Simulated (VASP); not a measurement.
# Rh (Fm-3m) in VASP: single point with LDA

Aim: the single point of Rh with LDA.

All numbers are computed with VASP 6.6.1; they aren't measurements. Logs are shortened: lines on timing, memory, paths and dates and some standing lists are left out, and cuts for length are marked.

## (1) The cell of the first run

It takes space group Fm-3m (No. 225, cubic). Conventional cell: a = 3.796 Å, b = 3.796 Å, c = 3.796 Å, α = 90.00°, β = 90.00°, γ = 90.00°. Within 3.5 Å of Rh (site symmetry m-3m) lie 12 Rh at 2.68 Å.

## (2) Single point, LDA

INCAR

```
PREC     = Accurate       # precision mode
ENCUT    = 500            # plane-wave cutoff, eV
EDIFF    = 1E-6           # SCF threshold, eV
ISMEAR   = -1             # smearing method
SIGMA    = 0.0272         # smearing width, eV
LREAL    = False          # projectors in reciprocal space
LASPH    = True           # aspherical terms in the spheres
NELM     = 120            # most SCF steps
ALGO     = Normal         # electronic algorithm
ISIF     = 2              # what is computed and relaxed
LWAVE    = False          # write WAVECAR
LCHARG   = False          # write CHGCAR
NBANDS   = 14             # bands
GGA_COMPAT= False
```

KPOINTS

```
Automatic mesh
0
Gamma
  12 12 12
```

POSCAR

```
Rh
1.0
    0.0000000000      1.8978500000      1.8978500000
    1.8978500000      0.0000000000      1.8978500000
    1.8978500000      1.8978500000      0.0000000000
Rh
1
Direct
    0.0000000000      0.0000000000      0.0000000000
```

Potentials or basis: VASP PAW LDA potentials, release 64 (Rh_pv).

Run with:

```sh
cat potpaw_LDA.64/Rh_pv/POTCAR > POTCAR
mpirun -np 1 vasp_std > vasp.out
```

OUTCAR:

```text
PREC = Accurate
   ENCUT = 500
   EDIFF = 1E-6
   ISMEAR = -1
   LREAL = False
   LASPH = True
   NELM = 120
   ISIF = 2

 ion  position               nearest neighbor table
   1  0.000  0.000  0.000-

  LATTYP: Found a face centered cubic cell.
 ALAT       =     3.7957000000

  Lattice vectors:

 A1 = (   0.0000000000,   1.8978500000,   1.8978500000)
 A2 = (   1.8978500000,   0.0000000000,   1.8978500000)
 A3 = (   1.8978500000,   1.8978500000,   0.0000000000)

Analysis of symmetry for initial positions (statically):
=====================================================================
 Subroutine PRICEL returns:
 Original cell was already a primitive cell.

 Routine SETGRP: Setting up the symmetry group for a
 face centered cubic supercell.

 Subroutine GETGRP returns: Found 48 space group operations
 (whereof 48 operations were pure point group operations)
 out of a pool of 48 trial point group operations.

The static configuration has the point symmetry O_h .

Analysis of symmetry for dynamics (positions and initial velocities):
=====================================================================
 Subroutine PRICEL returns:
 Original cell was already a primitive cell.

 Routine SETGRP: Setting up the symmetry group for a
 face centered cubic supercell.

 Subroutine GETGRP returns: Found 48 space group operations
 (whereof 48 operations were pure point group operations)
 out of a pool of 48 trial point group operations.

The dynamic configuration has the point symmetry O_h .

 Subroutine INISYM returns: Found 48 space group operations
 (whereof 48 operations are pure point group operations),
 and found     1 'primitive' translations

----------------------------------------------------------------------------------------

                                     Primitive cell

  volume of cell :      13.6715

  direct lattice vectors                    reciprocal lattice vectors
     0.000000000  1.897850000  1.897850000    -0.263456016  0.263456016  0.263456016
     1.897850000  0.000000000  1.897850000     0.263456016 -0.263456016  0.263456016
     1.897850000  1.897850000  0.000000000     0.263456016  0.263456016 -0.263456016

  length of vectors
     2.683965209  2.683965209  2.683965209     0.456319205  0.456319205  0.456319205

  position of ions in fractional coordinates (direct lattice)
     0.000000000  0.000000000  0.000000000

  ion indices of the primitive-cell ions
   primitive index   ion index
                 1           1

----------------------------------------------------------------------------------------

 KPOINTS: Automatic mesh

Automatic generation of k-mesh.
 Grid dimensions read from file:
 generate k-points for:   12   12   12

 Generating k-lattice:

  Cartesian coordinates                     Fractional coordinates (reciprocal lattice)
    -0.021954668  0.021954668  0.021954668     0.083333333  0.000000000  0.000000000
     0.021954668 -0.021954668  0.021954668     0.000000000  0.083333333  0.000000000
     0.021954668  0.021954668 -0.021954668     0.000000000  0.000000000  0.083333333

  Length of vectors
     0.038026600  0.038026600  0.038026600

  Shift w.r.t. Gamma in fractional coordinates (k-lattice)
     0.000000000  0.000000000  0.000000000

 Subroutine IBZKPT returns following result:
 ===========================================

 Found     72 irreducible k-points:

 Following reciprocal coordinates:
            Coordinates               Weight
  0.000000  0.000000  0.000000      1.000000
  0.083333  0.000000  0.000000      8.000000
  0.166667  0.000000  0.000000      8.000000
  0.250000  0.000000  0.000000      8.000000
  0.333333  0.000000  0.000000      8.000000
  0.416667  0.000000  0.000000      8.000000
[... 16 lines left out ...]
  0.500000  0.166667  0.000000     24.000000
 -0.416667  0.166667  0.000000     24.000000
 [... further k-points ...]
   k-points           NKPTS =     72   k-points in BZ     NKDIM =     72   number of bands    NBANDS=     14
   number of dos      NEDOS =    301   number of ions     NIONS =      1
   total plane-waves  NPLWV =   8000
   dimension x,y,z NGX =    20 NGY =   20 NGZ =   20
   dimension x,y,z NGXF=    40 NGYF=   40 NGZF=   40
   ions per type =               1
   NGX,Y,Z   is equivalent  to a cutoff of  12.39, 12.39, 12.39 a.u.
   NGXF,Y,Z  is equivalent  to a cutoff of  24.78, 24.78, 24.78 a.u.
 SYSTEM =  unknown system
   PREC   = accura    normal or accurate (medium, high low for compatibility)
   ISTART =      0    job   : 0-new  1-cont  2-samecut
   ICHARG =      2    charge: 1-file 2-atom 10-const
   ISPIN  =      1    spin polarized calculation?
   LNONCOLLINEAR =      F non collinear calculations
   LSORBIT =      F    spin-orbit coupling
   LASPH  =      T    aspherical Exc in radial PAW
   ENCUT  =  500.0 eV  36.75 Ry    6.06 a.u.   4.89  4.89  4.89*2*pi/ulx,y,z
   NELM   =    120;   NELMIN=  2; NELMDL= -5     # of ELM steps
   EDIFF  = 0.1E-05   stopping-criterion for ELM
   LREAL  =      F    real-space projection
   EDIFFG = 0.1E-04   stopping-criterion for IOM
   NSW    =      0    number of steps for IOM
   IBRION =     -1    ionic relax: 0-MD 1-quasi-New 2-CG
   NFREE  =      0    steps in history (QN), initial steepest desc. (CG)
   ISIF   =      2    stress and relaxation
   ISYM   =      2    0-nonsym 1-usesym 2-fastsym
   POTIM  = 0.5000    time-step for ionic-motion
   TEBEG  =    0.0;   TEEND  =   0.0 temperature during run
   PSTRESS=    0.0 pullay stress
   NELECT =      15.0000    total number of electrons
   NUPDOWN=      -1.0000    fix difference up-down
   EMIN   =  10.00;   EMAX   =-10.00  energy-range for DOS
   EFERMI =   0.00;   METHOD = LEGACY
   ISMEAR =    -1;   SIGMA  =   0.03  broadening in eV -4-tet -1-fermi 0-gaus
   EFERMI_NEDOS =   21; number of points for ismear=-14 and -15
   IALGO  =     38    algorithm
   IMIX   =      4    mixing-type and parameters
     AMIX     =   0.40;   BMIX     =  1.00
     AMIX_MAG =   1.60;   BMIX_MAG =  1.00
  volume/ion in A,a.u.               =      13.67        92.26
  Fermi-wavevector in a.u.,A,eV,Ry     =   1.688496  3.190795 38.790465  2.851019
  Thomas-Fermi vector in A             =   2.770792
   LORBIT       =      0    0 simple, 1 ext, 2 COOP (PROOUT), +10 PAW based schemes
   GGA     = CA    functional components
   LHFCALC =     F    Hartree Fock is set to
   AEXX    =    0.0000 exact exchange contribution
   IVDW    =     0    specifies the selected vdW correction
   LEPSILON=     F    determine dielectric tensor
   LRPA    =     F    only Hartree local field effects (RPA)
 non-spin polarized calculation
  energy-cutoff  :      500.00
  volume of cell :       13.67
 maximum number of plane-waves:       360
   NGX =  9   NGY =  9   NGZ =  9

 number of electron      15.0000007 magnetization

 Free energy of the ion-electron system (eV)
  ---------------------------------------------------
  ext. energy  EPLUGINS =         0.00000000
  ---------------------------------------------------
  free energy    TOTEN  =        -8.67739468 eV

  energy without entropy =       -8.67473867  energy(sigma->0) =       -8.67606667

 E-fermi :  11.8464     XC(G=0): -14.3902

 val. band max:       11.7350891501   @ k =   0.3333   0.0833   0.0000
 cond. band min:      11.8611718583   @ k =   0.3333   0.1667   0.0000
 fundamental gap:      0.1260827082
 Fermi energy:        11.8463687569

 k-point     1 :       0.0000    0.0000    0.0000
  band No.  band energies     occupation
      1     -34.3828      2.00000
      2     -34.3828      2.00000
      3     -34.3828      2.00000
      4       3.7430      2.00000
      5       8.6640      2.00000
      6       8.6640      2.00000
      7       8.6640      2.00000
      8      10.8056      2.00000
      9      10.8056      2.00000
     10      27.7618      0.00000
     11      32.1026      0.00000
     12      33.1971      0.00000
     13      33.1971      0.00000
     14      33.1971      0.00000

 k-point     2 :       0.0833    0.0000    0.0000
  band No.  band energies     occupation
      1     -34.4355      2.00000
      2     -34.3899      2.00000
      3     -34.3899      2.00000
      4       4.0219      2.00000
      5       8.5441      2.00000
      6       8.7713      2.00000
      7       8.7713      2.00000
      8      10.7476      2.00000
      9      10.7476      2.00000
     10      28.1638      0.00000
     11      31.8302      0.00000
     12      32.1074      0.00000
     13      33.6094      0.00000
     14      33.6094      0.00000

 k-point     3 :       0.1667    0.0000    0.0000
  band No.  band energies     occupation
      1     -34.5781      2.00000
      2     -34.4093      2.00000
      3     -34.4093      2.00000
      4       4.7627      2.00000
      5       8.3319      2.00000
      6       8.9897      2.00000
      7       8.9897      2.00000
      8      10.6971      2.00000
      9      10.6971      2.00000
     10      29.0060      0.00000
     11      29.5014      0.00000
     12      32.1038      0.00000
     13      34.7534      0.00000
     14      34.7534      0.00000
[... 324 lines left out ...]
 k-point    23 :       0.5000    0.1667    0.0000
  band No.  band energies     occupation
      1     -35.0660      2.00000
      2     -34.6010      2.00000
      3     -34.5317      2.00000
      4       6.2635      2.00000
      5       7.9963      2.00000
      6       9.3715      2.00000
      7       9.4608      2.00000
      8      12.4416      0.00000
      9      15.3586      0.00000
     10      20.9481      0.00000
     11      28.1923      0.00000
     12      31.1987      0.00000
     13      31.5691      0.00000
     14      32.1104      0.00000

 k-point    24 :      -0.4167    0.1667    0.0000
  band No.  band energies     occupation
      1     -35.0726      2.00000
      2     -34.6261      2.00000
      3     -34.5160      2.00000
      4       6.3307      2.00000
      5       8.0086      2.00000
      6       9.2808      2.00000
      7       9.7087      2.00000
      8      12.0639      0.00067
      9      15.9362      0.00000
     10      20.5373      0.00000
     11      27.8586      0.00000
     12      30.6585      0.00000
     13      32.1059      0.00000
     14      32.3227      0.00000

 [... further k-points ...]

------------------------ aborting loop because EDIFF is reached ----------------------------------------

  FORCE on cell =-STRESS in cart. coord.  units (eV):
  Direction    XX          YY          ZZ          XY          YZ          ZX
  --------------------------------------------------------------------------------------
  -------------------------------------------------------------------------------------
  Total       -0.7758889     -0.7758889     -0.7758889      0.0000000      0.0000000      0.0000000
  in kB      -90.9273389    -90.9273389    -90.9273389      0.0000000      0.0000000      0.0000000
  external PRESSURE =     -90.9273389 kB  Pullay stress =       0.0000000 kB

 VOLUME and BASIS-vectors are now :
 -----------------------------------------------------------------------------
  energy-cutoff  :      500.00
  volume of cell :       13.67
      direct lattice vectors                 reciprocal lattice vectors
     0.000000000  1.897850000  1.897850000    -0.263456016  0.263456016  0.263456016
     1.897850000  0.000000000  1.897850000     0.263456016 -0.263456016  0.263456016
     1.897850000  1.897850000  0.000000000     0.263456016  0.263456016 -0.263456016

 POSITION                                       TOTAL-FORCE (eV/Angst)
 -----------------------------------------------------------------------------------
      0.00000      0.00000      0.00000         0.000000      0.000000      0.000000
 -----------------------------------------------------------------------------------
    total drift:                                0.000000     -0.000000      0.000000

  FREE ENERGIE OF THE ION-ELECTRON SYSTEM (eV)
  ---------------------------------------------------
  free  energy   TOTEN  =        -8.6773946777 eV

  energy  without entropy=       -8.6747386686  energy(sigma->0) =       -8.67606667
```

It took 16 s on 1 thread of Intel Xeon 8259CL, shared host; peak memory 0.12 GiB.

What came out:

```
Free energy : -8.6774 eV
Pressure    : -9.1 GPa
```
